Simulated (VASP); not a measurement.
Be3Cd, 4 atoms in the cell. The cell holds a sheet with vacuum, 4 atoms: a = 4.708 Å, b = 4.708 Å, c = 23.800 Å, α = 90.00°, β = 90.00°, γ = 120.00°. 

```yaml
Program: VASP 6.6.1
Task: single point
Functional: PBE
Potentials_or_basis: VASP PAW PBE potentials, release 64 (Be, Cd)
Cutoff: 520 eV
k_mesh: 12 × 12 × 1
Occupations: gaussian, width 0.1 eV
Spin: no spin polarisation
Dipole_correction: yes
Further_INCAR_settings: ALGO = Fast; EDIFF = 1e-06; NBANDS = 17
```

Potentials or basis: VASP PAW PBE potentials, release 64 (Be, Cd).

Launch:

```sh
$ cat potpaw_PBE.64/Be/POTCAR potpaw_PBE.64/Cd/POTCAR > POTCAR
$ mpirun -np 1 vasp_std > vasp.out
```

Hardware: 1 thread of AMD EPYC 9R45 96-Core Processor (Zen 5), with other jobs on the host.

**Question.** How long does it take, and how much memory?

**Answer.** It took 2.6 min on 1 thread of AMD EPYC 9R45 96-Core Processor (Zen 5), on a shared host, peak memory 0.57 GiB. Counts: scf iterations 21, k points 19.
